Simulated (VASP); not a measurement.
# InP (I4/mmm) in VASP: notebook

Runs on InP. Level: PBE. Tasks: single point.

All numbers are computed with VASP 6.6.1; they aren't measurements. Logs are shortened: lines on timing, memory, paths and dates and some standing lists are left out, and cuts for length are marked.

**1. The cell of the first run**

It takes space group I4/mmm (No. 139, tetragonal). Conventional cell: a = 3.839 Å, b = 3.839 Å, c = 5.762 Å, α = 90.00°, β = 90.00°, γ = 90.00°. Within 3.6 Å of In (site symmetry 4/mmm) lie 6 P at 2.71 to 2.88 Å. Within 3.6 Å of P (site symmetry 4/mmm) lie 6 In at 2.71 to 2.88 Å.

**2. Single point, PBE**

The input, INCAR:

```
ALGO = Normal
EDIFF = 1E-6
ENCUT = 520
GGA = PE
ISIF = 2
ISMEAR = 0
LASPH = True
LCHARG = False
LREAL = False
LWAVE = False
NBANDS = 16
NELM = 100
PREC = Accurate
SIGMA = 0.15
```

The input, KPOINTS:

```
k-points
0
Gamma
  18 18 18
```

The input, POSCAR:

```
InP
1.0
    0.0000000000      2.7147572063      2.8809668312
    2.7147572063      0.0000000000      2.8809668312
    2.7147572063      2.7147572063      0.0000000000
In P
1 1
Direct
    0.0000000000      0.0000000000      0.0000000000
    0.5000000000      0.5000000000      0.5000000000
```

Potentials or basis: VASP PAW PBE potentials, release 64 (In_d, P).

The run is started by

```console
> cat potpaw_PBE.64/In_d/POTCAR potpaw_PBE.64/P/POTCAR > POTCAR
> mpirun -np 1 vasp_std > vasp.out
```

OUTCAR:

```text
EDIFF = 1E-6
   ENCUT = 520
   GGA = PE
   ISIF = 2
   ISMEAR = 0
   LASPH = True
   LREAL = False
   NELM = 100
   PREC = Accurate

 ion  position               nearest neighbor table
   1  0.000  0.000  0.000-   2 2.71   2 2.71   2 2.71   2 2.71   2 2.88   2 2.88
   2  0.500  0.500  0.500-   1 2.71   1 2.71   1 2.71   1 2.71   1 2.88   1 2.88

  LATTYP: Found a body centered tetragonal cell.
 ALAT       =     3.8392464597
 C/A-ratio  =     1.5007980662

  Lattice vectors:

 A1 = (  -2.7147572063,   0.0000000000,   2.8809668312)
 A2 = (   2.7147572063,   0.0000000000,   2.8809668312)
 A3 = (   0.0000000000,   2.7147572063,  -2.8809668312)

Analysis of symmetry for initial positions (statically):
=====================================================================
 Subroutine PRICEL returns:
 Original cell was already a primitive cell.

 Routine SETGRP: Setting up the symmetry group for a
 body centered tetragonal supercell.

 Subroutine GETGRP returns: Found 16 space group operations
 (whereof 16 operations were pure point group operations)
 out of a pool of 16 trial point group operations.

The static configuration has the point symmetry D_4h.

Analysis of symmetry for dynamics (positions and initial velocities):
=====================================================================
 Subroutine PRICEL returns:
 Original cell was already a primitive cell.

 Routine SETGRP: Setting up the symmetry group for a
 body centered tetragonal supercell.

 Subroutine GETGRP returns: Found 16 space group operations
 (whereof 16 operations were pure point group operations)
 out of a pool of 16 trial point group operations.

The dynamic configuration has the point symmetry D_4h.

 Subroutine INISYM returns: Found 16 space group operations
 (whereof 16 operations are pure point group operations),
 and found     1 'primitive' translations

----------------------------------------------------------------------------------------

                                     Primitive cell

  volume of cell :      42.4649

  direct lattice vectors                    reciprocal lattice vectors
     0.000000000  2.714757206  2.880966831    -0.184178533  0.184178533  0.173552849
     2.714757206  0.000000000  2.880966831     0.184178533 -0.184178533  0.173552849
     2.714757206  2.714757206  0.000000000     0.184178533  0.184178533 -0.173552849

  length of vectors
     3.958519492  3.958519492  3.839246460     0.312992101  0.312992101  0.312992101
[... 75 lines left out ...]
   ISPIN  =      1    spin polarized calculation?
   LNONCOLLINEAR =      F non collinear calculations
   LSORBIT =      F    spin-orbit coupling
   LASPH  =      T    aspherical Exc in radial PAW
   ENCUT  =  520.0 eV  38.22 Ry    6.18 a.u.   7.36  7.36  7.14*2*pi/ulx,y,z
   NELM   =    100;   NELMIN=  2; NELMDL= -5     # of ELM steps
   EDIFF  = 0.1E-05   stopping-criterion for ELM
   LREAL  =      F    real-space projection
   EDIFFG = 0.1E-04   stopping-criterion for IOM
   NSW    =      0    number of steps for IOM
   IBRION =     -1    ionic relax: 0-MD 1-quasi-New 2-CG
   NFREE  =      0    steps in history (QN), initial steepest desc. (CG)
   ISIF   =      2    stress and relaxation
   ISYM   =      2    0-nonsym 1-usesym 2-fastsym
   POTIM  = 0.5000    time-step for ionic-motion
   TEBEG  =    0.0;   TEEND  =   0.0 temperature during run
   PSTRESS=    0.0 pullay stress
   NELECT =      18.0000    total number of electrons
   NUPDOWN=      -1.0000    fix difference up-down
   EMIN   =  10.00;   EMAX   =-10.00  energy-range for DOS
   EFERMI =   0.00;   METHOD = LEGACY
   ISMEAR =     0;   SIGMA  =   0.15  broadening in eV -4-tet -1-fermi 0-gaus
   EFERMI_NEDOS =   21; number of points for ismear=-14 and -15
   IALGO  =     38    algorithm
   IMIX   =      4    mixing-type and parameters
     AMIX     =   0.40;   BMIX     =  1.00
     AMIX_MAG =   1.60;   BMIX_MAG =  1.00
  volume/ion in A,a.u.               =      21.23       143.28
  Fermi-wavevector in a.u.,A,eV,Ry     =   1.229765  2.323920 20.576401  1.512323
  Thomas-Fermi vector in A             =   2.364640
   LORBIT       =      0    0 simple, 1 ext, 2 COOP (PROOUT), +10 PAW based schemes
   GGA     = PE    functional components
   LHFCALC =     F    Hartree Fock is set to
   AEXX    =    0.0000 exact exchange contribution
   IVDW    =     0    specifies the selected vdW correction
   LEPSILON=     F    determine dielectric tensor
   LRPA    =     F    only Hartree local field effects (RPA)
 non-spin polarized calculation
 Gauss-broadening in eV      SIGMA  =   0.15
  energy-cutoff  :      520.00
  volume of cell :       42.46
 maximum number of plane-waves:      1162
 NGX is ok and might be reduce to    30
   NGX = 15   NGY = 15   NGZ = 15

 number of electron      18.0000005 magnetization

 Free energy of the ion-electron system (eV)
  ---------------------------------------------------
  ext. energy  EPLUGINS =         0.00000000
  ---------------------------------------------------
  free energy    TOTEN  =        -7.89075704 eV

  energy without entropy =       -7.87736527  energy(sigma->0) =       -7.88406116

 E-fermi :   7.0432     XC(G=0): -10.3907

 val. band max:        7.0383830074   @ k =   0.3333   0.0000   0.2778
 cond. band min:       7.0439400361   @ k =  -0.2778  -0.0000   0.1667
 fundamental gap:      0.0055570287
 Fermi energy:         7.0431932225

 k-point     1 :       0.0000    0.0000    0.0000
  band No.  band energies     occupation
      1      -7.2080      2.00000
      2      -7.1966      2.00000
      3      -7.1930      2.00000
      4      -7.1622      2.00000
      5      -7.1622      2.00000
      6      -4.9766      2.00000
[... 433 lines left out ...]
      3      -7.1733      2.00000
      4      -7.1344      2.00000
      5      -7.1308      2.00000
      6      -4.2380      2.00000
[... 8 lines left out ...]
     15      15.3442      0.00000
     16      16.4921      0.00000

 [... further k-points ...]
[... 5 lines left out ...]
  --------------------------------------------------------------------------------------
  -------------------------------------------------------------------------------------
  Total        0.6306718      0.6306718     -0.8475535      0.0000000      0.0000000     -0.0000000
  in kB       23.7948914     23.7948914    -31.9777193      0.0000000      0.0000000     -0.0000000
  external PRESSURE =       5.2040212 kB  Pullay stress =       0.0000000 kB

 VOLUME and BASIS-vectors are now :
 -----------------------------------------------------------------------------
  energy-cutoff  :      520.00
  volume of cell :       42.46
      direct lattice vectors                 reciprocal lattice vectors
     0.000000000  2.714757206  2.880966831    -0.184178533  0.184178533  0.173552849
     2.714757206  0.000000000  2.880966831     0.184178533 -0.184178533  0.173552849
     2.714757206  2.714757206  0.000000000     0.184178533  0.184178533 -0.173552849

 POSITION                                       TOTAL-FORCE (eV/Angst)
 -----------------------------------------------------------------------------------
      0.00000      0.00000      0.00000        -0.000000     -0.000000      0.000000
      2.71476      2.71476      2.88097         0.000000      0.000000      0.000000
 -----------------------------------------------------------------------------------
    total drift:                               -0.000000      0.000000      0.000000

  FREE ENERGIE OF THE ION-ELECTRON SYSTEM (eV)
  ---------------------------------------------------
  free  energy   TOTEN  =        -7.8907570414 eV

  energy  without entropy=       -7.8773652726  energy(sigma->0) =       -7.88406116
```

OSZICAR:

```text
N       E                     dE             d eps       ncg     rms          rms(c)
DAV:   1     0.108287839568E+03    0.10829E+03   -0.84609E+03 15536   0.132E+03
DAV:   2    -0.155086144407E+01   -0.10984E+03   -0.10500E+03 17216   0.306E+02
DAV:   3    -0.804075854101E+01   -0.64899E+01   -0.64107E+01 20040   0.705E+01
DAV:   4    -0.819853410913E+01   -0.15778E+00   -0.15771E+00 19712   0.112E+01
DAV:   5    -0.820534468200E+01   -0.68106E-02   -0.68104E-02 22672   0.206E+00    0.482E+00
DAV:   6    -0.790081833529E+01    0.30453E+00   -0.54257E-01 23312   0.123E+01    0.277E+00
DAV:   7    -0.789100989262E+01    0.98084E-02   -0.81403E-02 22280   0.236E+00    0.119E+00
DAV:   8    -0.789065025985E+01    0.35963E-03   -0.65392E-03 19808   0.101E+00    0.147E-01
DAV:   9    -0.789072801034E+01   -0.77750E-04   -0.49396E-04 24008   0.344E-01    0.842E-02
DAV:  10    -0.789074429739E+01   -0.16287E-04   -0.42221E-05 20328   0.558E-02    0.424E-02
DAV:  11    -0.789075629425E+01   -0.11997E-04   -0.12776E-05 20056   0.266E-02    0.812E-03
DAV:  12    -0.789075704139E+01   -0.74714E-06   -0.16666E-06 16104   0.196E-02
   1 F= -.78907570E+01 E0= -.78840612E+01  d E =-.133918E-01
```

stdout:

```text
POSCAR found type information on POSCAR InP
 POSCAR found :  2 types and       2 ions
 scaLAPACK will be used
 LDA part: xc-table for (Slater+PW92), standard interpolation
 POSCAR, INCAR and KPOINTS ok, starting setup
 FFT: planning ... GRIDC
 FFT: planning ... GRID_SOFT
 FFT: planning ... GRID
 WAVECAR not read
 entering main loop
```

Run time: 2.4 min. Hardware: 1 thread of Intel Xeon 6975P-C (Granite Rapids), shared host; peak memory 0.42 GiB.

Results:

* Free energy: -7.8908 eV
* Pressure: 0.5 GPa
* Band gap on the k mesh: zero (bands 9 and 10 overlap by 2.46 eV)

Stress tensor (GPa, compression positive):
```
 2.38  0.00  0.00
 0.00  2.38  0.00
 0.00  0.00 -3.20
```

Levels at points of the mesh, in eV from the Fermi level:
| k point | band 7 | band 8 | band 9 | band 10 | band 11 | band 12 |
| --- | --- | --- | --- | --- | --- | --- |
| (0.00, 0.00, 0.00) | -0.47 | -0.47 | 0.04 | 0.55 | 6.83 | 7.26 |
| (0.50, 0.00, 0.00) | -6.65 | -0.03 | 0.28 | 2.33 | 3.34 | 3.65 |
| (0.50, 0.50, 0.00) | -4.94 | -2.18 | -2.18 | -2.07 | 4.02 | 9.77 |
| (0.50, 0.00, 0.50) | -4.97 | -2.77 | -2.68 | -2.07 | 3.77 | 8.89 |

Caveat: the cell differs from its parent crystal (strain +e along x and -e along y +0.0000, strain +e along z and -e/2 along x and y +0.0400); the stress differs along the axes, from -3 to 2 GPa; spin-orbit coupling is left out, which moves the levels of the heavy elements.

**3. Single point, PBE**

The input, INCAR:

```
SYSTEM = InP
ALGO = Normal ; EDIFF = 1E-6
ENCUT = 520 ; GGA = PE
ISIF = 2 ; ISMEAR = 0
LASPH = .True. ; LCHARG = .False.
LREAL = .False. ; LWAVE = .False.
NBANDS = 16 ; NELM = 80
PREC = Accurate ; SIGMA = 0.15
```

The input, KPOINTS:

```
k-points
0
Gamma
  18 18 18
  0 0 0
```

The input, POSCAR:

```
InP
1.0
    0.0000000000      2.7517388478      2.8070035481
    2.7517388478      0.0000000000      2.8070035481
    2.7517388478      2.7517388478      0.0000000000
In P
1 1
Direct
    0.0000000000      0.0000000000      0.0000000000
    0.5000000000      0.5000000000      0.5000000000
```

Potentials or basis: VASP PAW PBE potentials, release 64 (In_d, P).

The run is started by

```console
> cat potpaw_PBE.64/In_d/POTCAR potpaw_PBE.64/P/POTCAR > POTCAR
> mpirun -np 1 vasp_std > vasp.out
```

Wall time 2.6 min (1 thread of Intel Xeon 6975P-C (Granite Rapids), shared host); peak memory 0.42 GiB.

Results (log left out):

```yaml
Free_energy: -7.9177 eV
Pressure: 0.0 GPa
Band_gap_on_the_k_mesh: zero (bands 9 and 10 overlap by 2.60 eV)
```

Stress tensor (GPa, compression positive):
```
 0.70  0.00  0.00
 0.00  0.70  0.00
 0.00  0.00 -1.34
```

Levels at points of the mesh, in eV from the Fermi level:
```csv
k point,band 6,band 7,band 8,band 9,band 10,band 11,band 12,band 13
"(0.00, 0.00, 0.00)",-12.00,-0.35,-0.35,-0.16,0.52,7.01,7.15,7.15
"(0.50, 0.00, 0.00)",-9.94,-6.63,0.09,0.19,2.47,3.35,3.49,5.19
"(0.50, 0.50, 0.00)",-8.97,-4.93,-2.36,-2.28,-2.28,3.90,9.93,9.93
"(0.50, 0.00, 0.50)",-8.78,-4.94,-2.57,-2.47,-2.24,3.82,9.53,10.12
```

Caveat: the cell differs from its parent crystal (strain +e along x and -e along y +0.0000, strain +e along z and -e/2 along x and y +0.0133); spin-orbit coupling is left out, which moves the levels of the heavy elements.
